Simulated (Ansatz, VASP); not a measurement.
Se: VASP beside Ansatz

INCAR

```
ALGO = Normal
EDIFF = 1E-7
ENCUT = 520
GGA = PE
ISIF = 2
ISMEAR = 0
LASPH = T
LCHARG = F
LREAL = F
LWAVE = F
NBANDS = 16
NELM = 100
PREC = Accurate
SIGMA = 0.05
```

File KPOINTS:

```
k-points
0
Gamma
  9 9 6
```

Contents of POSCAR:

```
Se
1.0
    4.5342935495      0.0000000000      0.0000000000
   -2.2671467748      3.9268134021      0.0000000000
    0.0000000000      0.0000000000      5.1443077566
Se
3
Direct
    0.2254000000      0.0000000000      0.3333333333
    0.0000000000      0.2254000000      0.6666666667
    0.7746000000      0.7746000000      0.0000000000
```

Input for Ansatz:

```yaml
crystal:
  lattice:
    - [4.5342935495, 0.0, 0.0]
    - [-2.2671467748, 3.9268134021, 0.0]
    - [0.0, 0.0, 5.1443077566]
  atoms:
    - { symbol: Se, position: [0.2254, 0.0, 0.3333333333] }
    - { symbol: Se, position: [0.0, 0.2254, 0.6666666667] }
    - { symbol: Se, position: [0.7746, 0.7746, 0.0] }
basis:
  ecutwfc: 420
  fft_grid_basis: typed
kpoints:
  mp_grid: { grid: [9, 9, 6] }
hamiltonian:
  xc: pbe
scf:
  occupations: { method: gaussian, width: 0.05 }
output:
  forces: true
  stress: true
  eigenvalues: true
  bader: true
  write_density: true
  volumetric_format: npy
  elf: true
```

Alike in both runs: task single point; functional PBE; k mesh 9 × 9 × 6; occupations gaussian, width 0.05 eV; no spin polarisation.

|  | VASP | Ansatz |
| --- | --- | --- |
| version | VASP 6.6.1 | Ansatz 0.2.0 |
| potentials or method | VASP PAW PBE potentials, release 64 (Se), cutoff 520 eV | scalar-relativistic, plane waves, PAW |
| valence electrons in the cell | 18 | 48 |

VASP gave:

| Quantity | Value |
| --- | --- |
| gap on the k mesh at the Fermi level (eV) | 0.92 |
| pressure (GPa) | -2.7 |
| traceless stress, the component that is largest in VASP (GPa) | -0.88 |
| rms of the force components (eV/Å) | 0.350 |

Problem. Estimate Ansatz's values.

Solution. gap on the k mesh at the Fermi level (eV): 0.93; pressure (GPa): -2.7; traceless stress, the component that is largest in VASP (GPa): -0.90; rms of the force components (eV/Å): 0.359.

Atom by atom the forces differ by 0.010 eV/Å (rms over components). With one functional, cell and mesh, what is left measures potentials, basis and numerics. VASP's potentials hold 18 valence electrons a cell and Ansatz's 48, so a difference there can come from the potentials and not from the codes.
